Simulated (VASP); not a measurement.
Here is a VASP 6.6.1 calculation.

File POSCAR:

```
Sr
1.0
    4.3100002207      0.0000000000      0.0000000000
   -2.1550001104      3.7325696814      0.0000000000
    0.0000000000      0.0000000000      6.9442500000
Sr
2
Direct
    0.3333333333      0.6666666667      0.2500000000
    0.6666666667      0.3333333333      0.7500000000
```

INCAR.step1

```
SYSTEM = Sr
PREC = Accurate
ENCUT = 520
ISMEAR = 0
SIGMA = 0.15
LREAL = .FALSE.
LASPH = .TRUE.
NELM = 100
NBANDS = 17
GGA = PE
ALGO = Normal
EDIFF = 1E-4
LWAVE = .TRUE.
LCHARG = .FALSE.
```

Contents of INCAR.step2:

```
SYSTEM = Sr
PREC = Accurate
ENCUT = 520
EDIFF = 1E-6
ISMEAR = 0
SIGMA = 0.15
LREAL = .FALSE.
LASPH = .TRUE.
NELM = 100
ALGO = Normal
ISIF = 2
LWAVE = .FALSE.
LCHARG = .TRUE.
METAGGA = R2SCAN
LMIXTAU = .TRUE.
LELF = .TRUE.
LVHAR = .TRUE.
NBANDS = 17
ISTART = 1
```

KPOINTS

```
Automatic mesh
0
G
  12 12 8
  0 0 0
```

Potentials or basis: VASP PAW PBE potentials, release 64 (Sr_sv).

The run is started by

```bash
$ cat potpaw_PBE.64/Sr_sv/POTCAR > POTCAR
$ cp INCAR.step1 INCAR
$ mpirun -np 1 vasp_std > vasp.out
$ cp INCAR.step2 INCAR
$ mpirun -np 1 vasp_std > vasp.out
```

Q: What does it give for the pressure?

A: 0.3 GPa.

Q: Predict the band gap on the k mesh.

A: Zero (bands 10 and 11 overlap by 0.43 eV).

Stress tensor (GPa, compression positive):
```
0.14 0.00 0.00
0.00 0.14 0.00
0.00 0.00 0.67
```

Caveat: the cell differs from its parent crystal (strain -0.0150 x Voigt [0, 0, 1, 0, 0, 0]); the PAW data sets were made with another functional, which shifts forces and pressure a little.
